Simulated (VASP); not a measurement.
# C (Cmce) in VASP: notebook

C is run at these levels: PBE; tasks: single point, relaxation of cell and atoms.

Everything below comes from runs of VASP 6.6.1. Logs are shortened: lines on timing, memory, paths and dates and some standing lists are left out, and cuts for length are marked.

### Step 1. The cell of the first run

It takes space group Cmce (No. 64, orthorhombic). Conventional cell: a = 4.316 Å, b = 4.909 Å, c = 4.305 Å, α = 90.00°, β = 90.00°, γ = 90.00°. C (site symmetry 1) has 4 C at 1.49 to 1.53 Å within 2.0 Å.

### Step 2. Single point, PBE

Input file INCAR:

```
ALGO = Normal
EDIFF = 1E-6
ENCUT = 520
GGA = PE
ISIF = 2
ISMEAR = 0
LASPH = True
LCHARG = False
LREAL = False
LWAVE = False
NBANDS = 26
NELM = 60
PREC = Accurate
SIGMA = 0.1
```

Input file KPOINTS:

```
k-points
0
Gamma
  6 6 4
```

Input file POSCAR:

```
C
1.0
    2.1582290600     -2.4546516600      0.0000000000
    2.1582290600      2.4546516600      0.0000000000
    0.0000000000      0.0000000000      4.3051700700
C
8
Direct
    0.3068769000      0.0393005300      0.4095200300
    0.4606994700      0.1931231000      0.0904799700
    0.0393005300      0.3068769000      0.5904799700
    0.1931231000      0.4606994700      0.9095200300
    0.9606994700      0.6931231000      0.4095200300
    0.6931231000      0.9606994700      0.5904799700
    0.8068769000      0.5393005300      0.0904799700
    0.5393005300      0.8068769000      0.9095200300
```

Potentials or basis: VASP PAW PBE potentials, release 64 (C).

The run is started by

```
$ cat potpaw_PBE.64/C/POTCAR > POTCAR
$ mpirun -np 1 vasp_std > vasp.out
```

OUTCAR:

```text
EDIFF = 1E-6
   ENCUT = 520
   GGA = PE
   ISIF = 2
   ISMEAR = 0
   LASPH = True
   LREAL = False
   NELM = 60
   PREC = Accurate

 ion  position               nearest neighbor table
   1  0.307  0.039  0.410-   5 1.49   2 1.53   3 1.53   6 1.53
   2  0.461  0.193  0.090-   7 1.49   1 1.53   4 1.53   8 1.53
   3  0.039  0.307  0.590-   6 1.49   4 1.53   1 1.53   5 1.53
   4  0.193  0.461  0.910-   8 1.49   3 1.53   2 1.53   7 1.53
   5  0.961  0.693  0.410-   1 1.49   7 1.53   6 1.53   3 1.53
   6  0.693  0.961  0.590-   3 1.49   8 1.53   5 1.53   1 1.53
   7  0.807  0.539  0.090-   2 1.49   5 1.53   8 1.53   4 1.53
   8  0.539  0.807  0.910-   4 1.49   6 1.53   7 1.53   2 1.53

  LATTYP: Found a base centered orthorhombic cell.
 ALAT       =     4.3164581200
 B/A-ratio  =     1.1373452918
 C/A-ratio  =     0.9973848814

  Lattice vectors:

 A1 = (   2.1582290600,  -2.4546516600,   0.0000000000)
 A2 = (   2.1582290600,   2.4546516600,   0.0000000000)
 A3 = (   0.0000000000,   0.0000000000,   4.3051700700)

Analysis of symmetry for initial positions (statically):
=====================================================================
 Subroutine PRICEL returns:
 Original cell was already a primitive cell.

 Routine SETGRP: Setting up the symmetry group for a
 base centered orthorhombic supercell.

 Subroutine GETGRP returns: Found  8 space group operations
 (whereof  4 operations were pure point group operations)
 out of a pool of  8 trial point group operations.

The static configuration has the point symmetry C_2h.
 The point group associated with its full space group is D_2h.

Analysis of symmetry for dynamics (positions and initial velocities):
=====================================================================
 Subroutine PRICEL returns:
 Original cell was already a primitive cell.

 Routine SETGRP: Setting up the symmetry group for a
 base centered orthorhombic supercell.

 Subroutine GETGRP returns: Found  8 space group operations
 (whereof  4 operations were pure point group operations)
 out of a pool of  8 trial point group operations.

The dynamic configuration has the point symmetry C_2h.
 The point group associated with its full space group is D_2h.

 Subroutine INISYM returns: Found  8 space group operations
 (whereof  4 operations are pure point group operations),
 and found     1 'primitive' translations

----------------------------------------------------------------------------------------

                                     Primitive cell

  volume of cell :      45.6150

  direct lattice vectors                    reciprocal lattice vectors
     2.158229060 -2.454651660  0.000000000     0.231671424 -0.203694890  0.000000000
     2.158229060  2.454651660  0.000000000     0.231671424  0.203694890  0.000000000
     0.000000000  0.000000000  4.305170070     0.000000000  0.000000000  0.232278861

  length of vectors
     3.268526801  3.268526801  4.305170070     0.308485424  0.308485424  0.232278861

  position of ions in fractional coordinates (direct lattice)
     0.306876900  0.039300530  0.409520030
     0.460699470  0.193123100  0.090479970
     0.039300530  0.306876900  0.590479970
     0.193123100  0.460699470  0.909520030
     0.960699470  0.693123100  0.409520030
     0.693123100  0.960699470  0.590479970
     0.806876900  0.539300530  0.090479970
     0.539300530  0.806876900  0.909520030

  ion indices of the primitive-cell ions
   primitive index   ion index
                 1           1
                 2           2
                 3           3
                 4           4
                 5           5
                 6           6
                 7           7
                 8           8

----------------------------------------------------------------------------------------

 KPOINTS: k-points

Automatic generation of k-mesh.
 Grid dimensions read from file:
 generate k-points for:    6    6    4

 Generating k-lattice:

  Cartesian coordinates                     Fractional coordinates (reciprocal lattice)
     0.038611904 -0.033949148  0.000000000     0.166666667  0.000000000  0.000000000
     0.038611904  0.033949148  0.000000000     0.000000000  0.166666667  0.000000000
     0.000000000  0.000000000  0.058069715     0.000000000  0.000000000  0.250000000

  Length of vectors
     0.051414237  0.051414237  0.058069715

  Shift w.r.t. Gamma in fractional coordinates (k-lattice)
     0.000000000  0.000000000  0.000000000

 Subroutine IBZKPT returns following result:
 ===========================================

 Found     39 irreducible k-points:

 Following reciprocal coordinates:
            Coordinates               Weight
  0.000000  0.000000  0.000000      1.000000
  0.166667  0.000000  0.000000      4.000000
  0.333333  0.000000  0.000000      4.000000
  0.500000 -0.000000  0.000000      2.000000
  0.166667  0.166667  0.000000      2.000000
  0.333333  0.166667  0.000000      4.000000
[... 16 lines left out ...]
  0.333333  0.333333  0.250000      4.000000
  0.500000  0.333333  0.250000      8.000000
 [... further k-points ...]
   k-points           NKPTS =     39   k-points in BZ     NKDIM =     39   number of bands    NBANDS=     26
   number of dos      NEDOS =    301   number of ions     NIONS =      8
   total plane-waves  NPLWV =  18432
   dimension x,y,z NGX =    24 NGY =   24 NGZ =   32
   dimension x,y,z NGXF=    48 NGYF=   48 NGZF=   64
   ions per type =               8
   NGX,Y,Z   is equivalent  to a cutoff of  12.21, 12.21, 12.36 a.u.
   NGXF,Y,Z  is equivalent  to a cutoff of  24.41, 24.41, 24.71 a.u.
 SYSTEM =  unknown system
   PREC   = accura    normal or accurate (medium, high low for compatibility)
   ISTART =      0    job   : 0-new  1-cont  2-samecut
   ICHARG =      2    charge: 1-file 2-atom 10-const
   ISPIN  =      1    spin polarized calculation?
   LNONCOLLINEAR =      F non collinear calculations
   LSORBIT =      F    spin-orbit coupling
   LASPH  =      T    aspherical Exc in radial PAW
   ENCUT  =  520.0 eV  38.22 Ry    6.18 a.u.   6.08  6.08  8.00*2*pi/ulx,y,z
   NELM   =     60;   NELMIN=  2; NELMDL= -5     # of ELM steps
   EDIFF  = 0.1E-05   stopping-criterion for ELM
   LREAL  =      F    real-space projection
   EDIFFG = 0.1E-04   stopping-criterion for IOM
   NSW    =      0    number of steps for IOM
   IBRION =     -1    ionic relax: 0-MD 1-quasi-New 2-CG
   NFREE  =      0    steps in history (QN), initial steepest desc. (CG)
   ISIF   =      2    stress and relaxation
   ISYM   =      2    0-nonsym 1-usesym 2-fastsym
   POTIM  = 0.5000    time-step for ionic-motion
   TEBEG  =    0.0;   TEEND  =   0.0 temperature during run
   PSTRESS=    0.0 pullay stress
   NELECT =      32.0000    total number of electrons
   NUPDOWN=      -1.0000    fix difference up-down
   EMIN   =  10.00;   EMAX   =-10.00  energy-range for DOS
   EFERMI =   0.00;   METHOD = LEGACY
   ISMEAR =     0;   SIGMA  =   0.10  broadening in eV -4-tet -1-fermi 0-gaus
   EFERMI_NEDOS =   21; number of points for ismear=-14 and -15
   IALGO  =     38    algorithm
   IMIX   =      4    mixing-type and parameters
     AMIX     =   0.40;   BMIX     =  1.00
     AMIX_MAG =   1.60;   BMIX_MAG =  1.00
  volume/ion in A,a.u.               =       5.70        38.48
  Fermi-wavevector in a.u.,A,eV,Ry     =   1.454640  2.748871 28.789630  2.115978
  Thomas-Fermi vector in A             =   2.571767
   LORBIT       =      0    0 simple, 1 ext, 2 COOP (PROOUT), +10 PAW based schemes
   GGA     = PE    functional components
   LHFCALC =     F    Hartree Fock is set to
   AEXX    =    0.0000 exact exchange contribution
   IVDW    =     0    specifies the selected vdW correction
   LEPSILON=     F    determine dielectric tensor
   LRPA    =     F    only Hartree local field effects (RPA)
 non-spin polarized calculation
 Gauss-broadening in eV      SIGMA  =   0.10
  energy-cutoff  :      520.00
  volume of cell :       45.62
 maximum number of plane-waves:      1244
   NGX = 13   NGY = 13   NGZ = 17

 number of electron      32.0000003 magnetization

 Free energy of the ion-electron system (eV)
  ---------------------------------------------------
  ext. energy  EPLUGINS =         0.00000000
  ---------------------------------------------------
  free energy    TOTEN  =       -70.55444915 eV

  energy without entropy =      -70.55444915  energy(sigma->0) =      -70.55444915

 E-fermi :  10.4481     XC(G=0): -13.0885

 val. band max:       10.0271476666   @ k =   0.5000   0.5000   0.0000
 cond. band min:      11.5722696558   @ k =   0.0000   0.0000   0.0000
 fundamental gap:      1.5451219891
 Fermi energy:        10.4480556212

 k-point     1 :       0.0000    0.0000    0.0000
  band No.  band energies     occupation
      1     -12.1960      2.00000
      2      -7.5948      2.00000
      3      -4.8488      2.00000
      4      -2.6197      2.00000
      5      -1.8446      2.00000
      6      -0.5979      2.00000
[... 18 lines left out ...]
     25      22.3117      0.00000
     26      22.6699      0.00000

 k-point     2 :       0.1667    0.0000    0.0000
  band No.  band energies     occupation
      1     -11.9007      2.00000
      2      -7.5162      2.00000
      3      -4.5870      2.00000
      4      -4.2876      2.00000
      5      -1.6173      2.00000
      6      -0.2724      2.00000
[... 18 lines left out ...]
     25      21.1118      0.00000
     26      22.2406      0.00000

 k-point     3 :       0.3333    0.0000    0.0000
  band No.  band energies     occupation
      1     -11.0285      2.00000
      2      -8.0639      2.00000
      3      -5.3077      2.00000
      4      -3.9075      2.00000
      5      -2.3738      2.00000
      6      -1.7421      2.00000
[... 18 lines left out ...]
     25      21.6495      0.00000
     26      22.1024      0.00000

 k-point     4 :       0.5000   -0.0000    0.0000
  band No.  band energies     occupation
      1      -9.6441      2.00000
      2      -9.6441      2.00000
      3      -4.4285      2.00000
      4      -4.4285      2.00000
      5      -2.5164      2.00000
      6      -2.5164      2.00000
[... 18 lines left out ...]
     25      21.5723      0.00000
     26      21.5723      0.00000

 k-point     5 :       0.1667    0.1667    0.0000
  band No.  band energies     occupation
      1     -11.5333      2.00000
      2      -7.4657      2.00000
      3      -4.9035      2.00000
      4      -4.1789      2.00000
      5      -3.2251      2.00000
      6      -0.6176      2.00000
[... 18 lines left out ...]
     25      20.2606      0.00000
     26      22.8144      0.00000

 k-point     6 :       0.3333    0.1667    0.0000
  band No.  band energies     occupation
      1     -10.5945      2.00000
      2      -8.0172      2.00000
      3      -5.6528      2.00000
      4      -3.3248      2.00000
      5      -3.1039      2.00000
      6      -2.5244      2.00000
[... 427 lines left out ...]
 k-point    21 :      -0.3333    0.1667    0.2500
  band No.  band energies     occupation
      1     -10.5274      2.00000
      2      -8.1706      2.00000
      3      -5.8629      2.00000
      4      -3.8433      2.00000
      5      -2.7844      2.00000
      6      -1.5954      2.00000
[... 18 lines left out ...]
     25      21.8430      0.00000
     26      21.9896      0.00000

 k-point    22 :      -0.1667    0.1667    0.2500
  band No.  band energies     occupation
      1     -11.3111      2.00000
      2      -8.5976      2.00000
      3      -4.2441      2.00000
      4      -3.4855      2.00000
      5      -1.7164      2.00000
      6      -1.5678      2.00000
[... 18 lines left out ...]
     25      20.9389      0.00000
     26      22.3202      0.00000

 k-point    23 :       0.3333    0.3333    0.2500
  band No.  band energies     occupation
      1      -9.2848      2.00000
      2      -7.8172      2.00000
      3      -6.4898      2.00000
      4      -4.7795      2.00000
      5      -3.7242      2.00000
      6      -3.0181      2.00000
[... 18 lines left out ...]
     25      20.9027      0.00000
     26      21.3251      0.00000

 k-point    24 :       0.5000    0.3333    0.2500
  band No.  band energies     occupation
      1      -8.6539      2.00000
      2      -7.9494      2.00000
      3      -6.2034      2.00000
      4      -5.2054      2.00000
      5      -3.8962      2.00000
      6      -3.1814      2.00000
[... 18 lines left out ...]
     25      20.7050      0.00000
     26      21.4443      0.00000

 [... further k-points ...]
[... 5 lines left out ...]
  --------------------------------------------------------------------------------------
  -------------------------------------------------------------------------------------
  Total        9.5105943      8.8852018      5.3622986      0.0000000     -0.0000000      0.0000000
  in kB      334.0492672    312.0830360    188.3448983      0.0000000     -0.0000000      0.0000000
  external PRESSURE =     278.1590672 kB  Pullay stress =       0.0000000 kB

 VOLUME and BASIS-vectors are now :
 -----------------------------------------------------------------------------
  energy-cutoff  :      520.00
  volume of cell :       45.62
      direct lattice vectors                 reciprocal lattice vectors
     2.158229060 -2.454651660  0.000000000     0.231671424 -0.203694890  0.000000000
     2.158229060  2.454651660  0.000000000     0.231671424  0.203694890  0.000000000
     0.000000000  0.000000000  4.305170070     0.000000000  0.000000000  0.232278861

 POSITION                                       TOTAL-FORCE (eV/Angst)
 -----------------------------------------------------------------------------------
      0.74713     -0.65681      1.76305         2.425243     -0.639105     -0.171496
      1.41110     -0.65681      0.38953        -2.425243     -0.639105      0.171496
      0.74713      0.65681      2.54212         2.425243      0.639105      0.171496
      1.41110      0.65681      3.91564        -2.425243      0.639105     -0.171496
      3.56933     -0.65681      1.76305        -2.425243     -0.639105     -0.171496
      3.56933      0.65681      2.54212        -2.425243      0.639105      0.171496
      2.90536     -0.65681      0.38953         2.425243     -0.639105      0.171496
      2.90536      0.65681      3.91564         2.425243      0.639105     -0.171496
 -----------------------------------------------------------------------------------
    total drift:                               -0.000000     -0.000000     -0.000000

  FREE ENERGIE OF THE ION-ELECTRON SYSTEM (eV)
  ---------------------------------------------------
  free  energy   TOTEN  =       -70.5544491516 eV

  energy  without entropy=      -70.5544491515  energy(sigma->0) =      -70.55444915
```

Run time: 21 s. Hardware: 1 thread of Intel Xeon Platinum 8488C (Sapphire Rapids), shared host; peak memory 0.15 GiB.

What came out:

```yaml
Free_energy: -70.5544 eV
Pressure: 27.8 GPa
Largest_force: 2.514 eV/Å
Band_gap_on_the_k_mesh: 1.55 eV, indirect (least direct gap 4.01 eV)
```

Forces on the atoms (eV/Å):
```
C    2.425 -0.639 -0.171
C   -2.425 -0.639  0.171
C    2.425  0.639  0.171
C   -2.425  0.639 -0.171
C   -2.425 -0.639 -0.171
C   -2.425  0.639  0.171
C    2.425 -0.639  0.171
C    2.425  0.639 -0.171
```

Stress tensor (GPa, compression positive):
```
33.40  0.00  0.00
 0.00 31.21  0.00
 0.00  0.00 18.83
```

Levels at points of the mesh, in eV from the valence-band top:
| k point | band 12 | band 13 | band 14 | band 15 | band 16 | band 17 | band 18 | band 19 | band 20 | band 21 |
| --- | --- | --- | --- | --- | --- | --- | --- | --- | --- | --- |
| (0.00, 0.00, 0.00) | -6.26 | -5.15 | -4.29 | -3.20 | -2.46 | 1.55 | 4.16 | 5.79 | 6.56 | 6.76 |
| (0.50, 0.00, 0.00) | -5.08 | -4.43 | -4.43 | -3.33 | -3.33 | 4.96 | 4.96 | 6.98 | 6.98 | 8.38 |
| (0.50, 0.50, 0.00) | -7.23 | -2.89 | -1.05 | -0.06 | 0.00 | 7.19 | 7.90 | 8.04 | 8.57 | 8.63 |
| (0.00, 0.00, 0.50) | -7.14 | -3.51 | -3.51 | -3.17 | -3.17 | 4.44 | 4.44 | 5.38 | 5.38 | 7.32 |
| (0.50, 0.00, 0.50) | -5.49 | -5.25 | -5.25 | -4.17 | -4.17 | 5.35 | 5.35 | 7.39 | 7.39 | 8.42 |
| (0.50, 0.50, 0.50) | -4.57 | -3.08 | -3.08 | -1.68 | -1.68 | 4.79 | 4.79 | 8.33 | 8.33 | 8.59 |

Caveat: forces of over 1 eV/Å act on the atoms, so gaps and moduli don't describe the material at rest. A hybrid or GW would open this gap; PBE tends to underestimate it.

(Part 1 of 3 ends here.)
